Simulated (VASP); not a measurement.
Ge, 2 atoms in the cell. The typed cell holds 2 atoms: a = 2.991 Å, b = 2.991 Å, c = 4.728 Å, α = 90.00°, β = 90.00°, γ = 120.33°. 

```yaml
Program: VASP 6.6.1
Task: single point
Functional: PBE
Potentials_or_basis: VASP PAW PBE potentials, release 64 (Ge_d)
Cutoff: 520 eV
k_mesh: 7 × 7 × 4
Occupations: methfessel-paxton, width 0.1 eV
Spin: no spin polarisation
Dipole_correction: no
Further_INCAR_settings: ALGO = Normal; EDIFF = 1e-06; NBANDS = 21
```

Potentials or basis: VASP PAW PBE potentials, release 64 (Ge_d).

Run with:

```console
$ cat potpaw_PBE.64/Ge_d/POTCAR > POTCAR
$ mpirun -np 1 vasp_std > vasp.out
```

Hardware: 1 thread of Intel Xeon 6975P-C, with other jobs on the host.

Problem. Estimate the wall time of this run.

Solution. Run time: 34 s on 1 thread of Intel Xeon 6975P-C, with other jobs on the host, peak memory 0.19 GiB. Counts: scf iterations 11, k points 99.
